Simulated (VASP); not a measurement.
Runs of VASP 6.6.1 on Pd. The structure is that of space group P6/mmm (No. 191), or close to it. The cells are those of the table. 

```tsv
cell	k mesh	gap on the mesh (eV)	pressure (GPa)	moment (μB)
a = 4.386, b = 4.386, c = 2.602 Å, angles 90.0, 90.0, 120.0°, 3 atoms	11 × 11 × 16	none	(b)	0.01
a = 4.443, b = 4.443, c = 2.637 Å, angles 90.0, 90.0, 120.0°, 3 atoms	9 × 9 × 14	none	-7.3	0.00
a = 4.386, b = 4.386, c = 2.602 Å, angles 90.0, 90.0, 120.0°, 3 atoms	9 × 9 × 14	none	(a)	0.00
a = 4.326, b = 4.326, c = 2.567 Å, angles 90.0, 90.0, 120.0°, 3 atoms	9 × 9 × 14	none	10.2	0.00
```

Alike in all rows: task single point; level LDA; potentials or basis VASP PAW LDA potentials, release 64 (Pd); spin collinear, ferromagnetic start; cutoff (eV) 520; smearing fermi-dirac 0.05 eV.

Problem. Estimate the missing entries.

Solution. (a) 0.3; (b) 0.4.

A k mesh can miss the band edges, and the runs leave out spin-orbit coupling on Pd.

A gap of «none» marks levels without a gap at the run's occupations.
